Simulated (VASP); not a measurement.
A run of VASP 6.6.1 is set up as follows.

The input POSCAR:

```
Ni
1.0
    2.4216200000      0.0137900000      0.0209800000
   -1.1988700000      2.0656600000      0.0123000000
    0.0349100000      0.0437800000      3.9960600000
Ni
2
Direct
    0.3333333333      0.6968100000      0.2530300000
    0.6538810698      0.3665063166      0.7617985234
```

INCAR.step1

```
ALGO = Normal
EDIFF = 1E-4
ENCUT = 520
GGA = PE
ISMEAR = -1
ISPIN = 2
LASPH = True
LCHARG = False
LMAXMIX = 4
LREAL = False
LWAVE = True
MAGMOM = 1 1
NBANDS = 21
NELM = 150
PREC = Accurate
SIGMA = 0.1
```

INCAR.step2

```
ALGO = Normal
EDIFF = 1E-7
ENCUT = 520
ISIF = 2
ISMEAR = -1
ISPIN = 2
ISTART = 1
LASPH = True
LCHARG = False
LMAXMIX = 4
LMIXTAU = True
LORBIT = 11
LREAL = False
LWAVE = False
MAGMOM = 1 1
METAGGA = R2SCAN
NBANDS = 21
NELM = 150
PREC = Accurate
SIGMA = 0.1
```

Contents of KPOINTS:

```
k-points
0
Gamma
  9 9 5
```

Potentials or basis: VASP PAW PBE potentials, release 64 (Ni).

The run is started by

```sh
$ cat potpaw_PBE.64/Ni/POTCAR > POTCAR
$ cp INCAR.step1 INCAR
$ mpirun -np 1 vasp_std > vasp.out
$ cp INCAR.step2 INCAR
$ mpirun -np 1 vasp_std > vasp.out
```

Question: Estimate the site moments.

Answer: Ni +0.63 μB.

Question: What does it give for the largest force?

Answer: 0.426 eV/Å.

Question: Predict the net moment.

Answer: 1.23 μB per cell.

Stress tensor (GPa, compression positive):
```
11.76 -2.04 -1.20
-2.04 14.60 -1.30
-1.20 -1.30 11.63
```

Caveat: the cell stands under pressure; the PAW data sets were made with another functional, which shifts forces and pressure a little.
